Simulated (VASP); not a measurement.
Here is a VASP 6.6.1 calculation.

File INCAR:

```
  PREC = Accurate
  ENCUT = 520
  EDIFF = 1E-6
  ISMEAR = -1
  SIGMA = 0.05
  LREAL = False
  LASPH = True
  NELM = 100
  ALGO = Normal
  ISIF = 2
  LWAVE = False
  LCHARG = False
  GGA = PS
  IVDW = 12
  NBANDS = 24
```

KPOINTS

```
Automatic mesh
0
Gamma
  7 7 7
```

The input POSCAR:

```
KMgF3
1.0
    3.9608159073      0.0000000000      0.0000000000
    0.0000000000      3.9608159073      0.0000000000
    0.0000000000      0.0000000000      3.9608159073
K Mg F
1 1 3
Direct
    0.5000000000      0.5000000000      0.5000000000
    0.0000000000      0.0000000000      0.0000000000
    0.0000000000      0.0000000000      0.5000000000
    0.0000000000      0.5000000000      0.0000000000
    0.5000000000      0.0000000000      0.0000000000
```

Potentials or basis: VASP PAW PBE potentials, release 64 (K_sv, Mg, F).

Launch:

```console
$ cat potpaw_PBE.64/K_sv/POTCAR potpaw_PBE.64/Mg/POTCAR potpaw_PBE.64/F/POTCAR > POTCAR
$ mpirun -np 1 vasp_std > vasp.out
```

(1) Predict the pressure.

(2) Estimate the dispersion energy per atom.

(3) Estimate the band gap on the k mesh.

## Answers

(1) -0.7 GPa.

(2) -0.153 eV.

(3) 7.30 eV (least direct gap 7.59 eV).

Caveat: three body term missing; the PAW data sets were made with another functional, which shifts forces and pressure a little; an odd mesh through Γ misses points on the zone boundary, where band edges can lie.
